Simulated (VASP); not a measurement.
Input of a VASP 6.6.1 run:

File INCAR:

```
SYSTEM = Rh
PREC = Accurate
ENCUT = 500
EDIFF = 1E-6
ISMEAR = -1
SIGMA = 0.1
LREAL = .FALSE.
LASPH = .TRUE.
NELM = 120
ALGO = Normal
ISIF = 2
LWAVE = .FALSE.
LCHARG = .FALSE.
NBANDS = 14
GGA_COMPAT = .FALSE.
```

File KPOINTS:

```
Automatic mesh
0
G
  10 10 10
  0 0 0
```

POSCAR

```
Rh
1.0
    0.0000000000      1.8774932458      1.8774932458
    1.8774932458      0.0000000000      1.8774932458
    1.8774932458      1.8774932458      0.0000000000
Rh
1
Direct
    0.0000000000      0.0000000000      0.0000000000
```

Potentials or basis: VASP PAW LDA potentials, release 64 (Rh_pv).

The run is started by

```sh
$ cat potpaw_LDA.64/Rh_pv/POTCAR > POTCAR
$ mpirun -np 1 vasp_std > vasp.out
```

Estimate the pressure.

0.9 GPa.
